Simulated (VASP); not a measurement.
Set up this calculation in VASP 6.6.1, as the native input.

* Task: single point
* Functional: PBE
* Potentials or basis: VASP PAW PBE potentials, release 64 (Os, Cl)
* Cutoff: 520 eV
* k mesh: 3 × 3 × 3
* Occupations: gaussian, width 0.05 eV
* Spin: collinear spin
* Starting moments: [1.0, 0.0, 0.0, 0.0] μB
* Hubbard terms: Os d U = 2.0 eV
* Dipole correction: no
* Further INCAR settings: ALGO = Normal; EDIFF = 1e-06; NBANDS = 26

The structure of OsCl3 lies in POSCAR:

```
OsCl3
1.0
    4.8800000000      0.0000000000      0.0000000000
    0.0000000000      4.8800000000      0.0000000000
    0.0000000000      0.0000000000      4.8800000000
Os Cl
1 3
Direct
    0.0000000000      0.0000000000      0.0000000000
    0.5000000000      0.0000000000      0.0000000000
    0.0000000000      0.0000000000      0.5000000000
    0.0000000000      0.5000000000      0.0000000000
```

One way to write it, as run:

INCAR

```
SYSTEM = OsCl3
  PREC = Accurate
  ENCUT = 520
  EDIFF = 1E-6
  ISMEAR = 0
  SIGMA = 0.05
  LREAL = .False.
  LASPH = .True.
  NELM = 150
  ALGO = Normal
  ISIF = 2
  LWAVE = .False.
  LCHARG = .False.
  ISPIN = 2
  MAGMOM = 1 0 0 0
  LORBIT = 11
  LMAXMIX = 4
  LDAU = .True.
  LDAUTYPE = 2
  LDAUL = 2 -1
  LDAUU = 2 0
  LDAUJ = 0 0
  LDAUPRINT = 1
  GGA = PE
  NBANDS = 26
```

KPOINTS

```
Automatic mesh
0
Gamma
  3 3 3
  0 0 0
```

Potentials or basis: VASP PAW PBE potentials, release 64 (Os, Cl).

Run with:

```sh
$ cat potpaw_PBE.64/Os/POTCAR potpaw_PBE.64/Cl/POTCAR > POTCAR
$ mpirun -np 1 vasp_std > vasp.out
```

It gave:

- Pressure: -0.5 GPa
- Net moment: 2.93 μB per cell
- Site moments: Os +2.58; Cl +0.11 μB
- Valence electrons inside the program's atomic spheres: Os 6.88; Cl 5.07

Caveat: the k points lie up to 0.43 Å⁻¹ apart.

Run time: 23 s on 1 thread of Intel(R) Xeon(R) 6975P-C (Granite Rapids), with other jobs on the host, peak memory 0.23 GiB.
